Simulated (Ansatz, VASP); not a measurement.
## Hg in VASP and in Ansatz

```
CELL_PARAMETERS angstrom
3.62836 0.00000 0.00000
-1.81418 3.14225 0.00000
0.00000 0.00000 5.69588
ATOMIC_POSITIONS crystal
Hg 0.33333 0.66667 0.25000
Hg 0.66667 0.33333 0.75000
```

Alike in both runs: task single point; functional PBE; k mesh 11 × 11 × 7; occupations fermi-dirac, width 0.1 eV; no spin polarisation.

```csv
,VASP,Ansatz
version,VASP 6.6.1,Ansatz 0.2.0
potentials or method,"VASP PAW PBE potentials, release 64 (Hg), cutoff 520 eV","plane waves (420 eV) with PAW, scalar-relativistic"
valence electrons in the cell,24,40
```

```tsv
	VASP	Ansatz	Ansatz less VASP
pressure (GPa)	-0.3	-0.3	-0.02
traceless stress, the component that is largest in VASP (GPa)	-0.05	-0.05	-0.008
```

VASP's potentials hold 24 valence electrons a cell and Ansatz's 40, so a difference there can come from the potentials and not from the codes.

Neither program's run includes spin-orbit coupling.
